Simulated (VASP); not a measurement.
Crystal: Ru2Cl.

```
Ru Cl
1.0
     3.97593    0.00000    0.00000
     0.00000    3.97593    0.00000
     0.00000    0.00000    6.06648
Ru Cl
4 2
Direct
  0.00000 0.00000 0.00000
  0.50000 0.50000 0.00000
  0.00000 0.50000 0.27000
  0.50000 0.00000 0.73000
  0.00000 0.50000 0.70000
  0.50000 0.00000 0.30000
```

```yaml
Program: VASP 6.6.1
Task: relaxation of cell and atoms
Functional: PBE
Potentials_or_basis: VASP PAW PBE potentials, release 64 (Ru_pv, Cl)
Cutoff: 600 eV
k_mesh: 4 × 4 × 4
Occupations: gaussian, width 0.1 eV
Spin: collinear spin, ferromagnetic start
Starting_moments: "[0.34, 0.34, 0.31, 0.31, 0.0, 0.0] μB"
```

At the start: pressure 4.6 GPa; volume 15.98 Å³/atom.

Q: How do energy, volume and symmetry change on relaxing?

A: Over 35 steps the energy falls by 335.5 meV/atom and the volume is 19.14 Å³/atom (+19.7 %); space group P4/nmm (No. 129, to 0.1 Å) before and after; moment 0.00 μB per cell.

The path:
| step | energy change (eV) | largest force (eV/Å) | pressure (GPa) | volume (Å³) |
| --- | --- | --- | --- | --- |
| 1 | 0.0000 | 1.8402 | 4.58 | 95.90 |
| 2 | -0.3967 | 1.5077 | -3.53 | 102.38 |
| 3 | -0.4891 | 1.7661 | -6.90 | 106.98 |
| 4 | -0.7445 | 1.7701 | -6.71 | 106.91 |
| 5 | -1.3887 | 1.0476 | -3.00 | 106.72 |
| 6 | -1.7523 | 0.6972 | 5.80 | 106.33 |
| 7 | -1.7734 | 0.2778 | 3.48 | 106.41 |
| 8 | -1.8324 | 0.1546 | 0.11 | 110.06 |
| 9 | -1.8371 | 0.1497 | -0.96 | 111.41 |
| 10 | -1.8373 | 0.1523 | -1.15 | 111.67 |
| 11 | -1.8627 | 0.2385 | -0.72 | 112.03 |
| 12 | -1.9342 | 1.0294 | 0.87 | 113.05 |
| 13 | -1.9332 | 1.1476 | 1.21 | 113.22 |
| 14 | -1.9346 | 1.0714 | 0.98 | 113.11 |
| 15 | -1.9391 | 1.0920 | 1.09 | 113.29 |
| 16 | -1.9438 | 1.1220 | 1.37 | 113.67 |
| 17 | -1.9539 | 1.0350 | 1.23 | 113.87 |
| 18 | -1.9791 | 0.7703 | 0.85 | 114.49 |
| 19 | -2.0063 | 0.2345 | 0.14 | 115.72 |
| 20 | -2.0085 | 0.0633 | -0.10 | 116.18 |
| 21 | -2.0085 | 0.0731 | -0.08 | 116.13 |
| 22 | -2.0086 | 0.0728 | -0.04 | 116.08 |
| 23 | -2.0089 | 0.0719 | 0.06 | 115.93 |
| 24 | -2.0093 | 0.0705 | 0.28 | 115.63 |
| 25 | -2.0095 | 0.0644 | 0.23 | 115.64 |
| 26 | -2.0101 | 0.0469 | 0.10 | 115.68 |
| 27 | -2.0109 | 0.0136 | -0.17 | 115.75 |
| 28 | -2.0106 | 0.0540 | -0.70 | 115.90 |
| 29 | -2.0110 | 0.0233 | -0.38 | 115.81 |
| 30 | -2.0113 | 0.0235 | -0.37 | 115.76 |
| 31 | -2.0119 | 0.0241 | -0.35 | 115.60 |
| 32 | -2.0127 | 0.0250 | -0.31 | 115.30 |
| 33 | -2.0127 | 0.0436 | -0.21 | 114.68 |
| 34 | -2.0130 | 0.0324 | -0.26 | 114.99 |
| 35 | -2.0132 | 0.0164 | -0.04 | 114.83 |

Final structure:
```
CELL_PARAMETERS angstrom
4.39170 0.00000 0.00000
0.00000 4.39170 0.00000
0.00000 0.00000 5.95388
ATOMIC_POSITIONS crystal
Ru 0.00000 0.00000 0.00000
Ru 0.50000 0.50000 0.00000
Ru 0.00000 0.50000 0.17997
Ru 0.50000 0.00000 0.82003
Cl 0.00000 0.50000 0.56517
Cl 0.50000 0.00000 0.43483
```

Caveat: the k points lie up to 0.36 Å⁻¹ apart in the final cell, too coarse for converged energies and pressures of a metal; the volume moved by over 15 % at a fixed basis, so the end points are rough.
